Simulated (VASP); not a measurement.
Set up this calculation in VASP 6.6.1, as the native input.

| Item | Value |
| --- | --- |
| Task | single point |
| Functional | PBE |
| Potentials or basis | VASP PAW PBE potentials, release 64 (V_sv) |
| Cutoff | 500 eV |
| k mesh | 17 × 17 × 15 |
| Occupations | fermi-dirac, width 0.05 eV |
| Spin | no spin polarisation |
| Dipole correction | no |
| Further INCAR settings | ALGO = Normal; EDIFF = 1e-06; NBANDS = 12 |

The structure of V lies in POSCAR:

```
V
1.0
    2.5566404293      0.0000000000      0.0000000000
   -1.2783202147      2.2141155601      0.0000000000
    0.0000000000      0.0000000000      2.3830275214
V
1
Direct
    0.0000000000      0.0000000000      0.0000000000
```

This isn't the form of V at room conditions, which is bcc.

The input as run:

INCAR

```
SYSTEM = V
ALGO     = Normal         ! electronic algorithm
EDIFF    = 1E-6           ! SCF threshold, eV
ENCUT    = 500            ! plane-wave cutoff, eV
GGA      = PE             ! functional
GGA_COMPAT= .FALSE.      
ISIF     = 2              ! what is computed and relaxed
ISMEAR   = -1             ! smearing method
LASPH    = .TRUE.         ! aspherical terms in the spheres
LCHARG   = .TRUE.         ! write CHGCAR
LELF     = .TRUE.         ! ELF
LREAL    = .FALSE.        ! projectors in reciprocal space
LVHAR    = .TRUE.       
LWAVE    = .FALSE.        ! write WAVECAR
NBANDS   = 12             ! bands
NELM     = 120            ! most SCF steps
PREC     = Accurate       ! precision mode
SIGMA    = 0.05           ! smearing width, eV
```

KPOINTS

```
k-points
0
G
  17 17 15
  0 0 0
```

Potentials or basis: VASP PAW PBE potentials, release 64 (V_sv).

Launch:

```bash
$ cat potpaw_PBE.64/V_sv/POTCAR > POTCAR
$ mpirun -np 1 vasp_std > vasp.out
```

It gave:

```json
{
 "Pressure": "9.0 GPa",
 "Band gap on the k mesh": "zero (an odd number of electrons rules out a gap without spin polarisation)"
}
```

Caveat: the cell stands under pressure.

Run time: 55 s on 1 thread of Intel Xeon 8259CL, on a shared host, peak memory 0.15 GiB.
